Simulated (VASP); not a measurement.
Runs of VASP 6.6.1 on Al2W2O. The structure is that of space group P6/mmm (No. 191), or close to it. The cells are those of the table. 

```tsv
task	cell	k mesh	cutoff (eV)	gap on the mesh (eV)	pressure (GPa)	largest force (eV/Å)
single point	a = 3.300, b = 3.300, c = 8.105 Å, angles 90.0, 90.0, 120.0°, 5 atoms	6 × 6 × 2	520	none	74.6	6.59
relaxation of cell and atoms	relaxed from a = 3.300, b = 3.300, c = 8.105 Å, angles 90.0, 90.0, 120.0°, 5 atoms	6 × 6 × 2	600	none	-0.1	0.01
single point	a = 4.420, b = 4.420, c = 6.041 Å, angles 90.0, 90.0, 120.0°, 5 atoms	6 × 6 × 4	520	none	0.9	0.24
single point	a = 4.282, b = 4.282, c = 6.257 Å, angles 90.0, 90.0, 120.0°, 5 atoms	6 × 6 × 2	520	none	(a)	0.24
```

Alike in all rows: level PBE; potentials or basis VASP PAW PBE potentials, release 64 (Al, W_sv, O); no spin polarisation; smearing gaussian 0.1 eV.

Question: Estimate the missing entries.

Answer: (a) 0.7.

Caveats: some runs use coarse meshes; spin-orbit coupling is left out, which moves the levels of the heavy elements; forces of over 1 eV/Å act on the atoms, so gaps and moduli don't describe the material at rest (some runs).

A k mesh can miss the band edges, and the runs leave out spin-orbit coupling on W.

A gap of «none» marks levels without a gap at the run's occupations.
